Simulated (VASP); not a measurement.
Cd, 1 atom in the cell. The structure is trigonal, space group R-3m (No. 166). Conventional cell: a = 3.162 Å, b = 3.162 Å, c = 7.223 Å, α = 90.00°, β = 90.00°, γ = 120.00°. Within 4.0 Å of Cd (site symmetry -3m) lie 12 Cd at 3.02 to 3.16 Å. 

```yaml
Program: VASP 6.6.1
Task: single point
Functional: LDA
Potentials_or_basis: VASP PAW LDA potentials, release 64 (Cd)
Cutoff: 520 eV
k_mesh: 9 × 9 × 9
Occupations: fermi-dirac, width 0.02 eV
Spin: no spin polarisation
Dipole_correction: no
Further_INCAR_settings: ALGO = Normal; EDIFF = 1e-07; NBANDS = 12
```

Potentials or basis: VASP PAW LDA potentials, release 64 (Cd).

Run with:

```console
$ cat potpaw_LDA.64/Cd/POTCAR > POTCAR
$ mpirun -np 1 vasp_std > vasp.out
```

Hardware: 1 thread of Intel(R) Xeon(R) Platinum 8488C (Sapphire Rapids) (shared host).

**Question.** How long does it take, and how much memory?

**Answer.** Run time: 8.7 s on 1 thread of Intel(R) Xeon(R) Platinum 8488C (Sapphire Rapids), on a shared host, peak memory 0.13 GiB. Counts: scf iterations 11, k points 85.
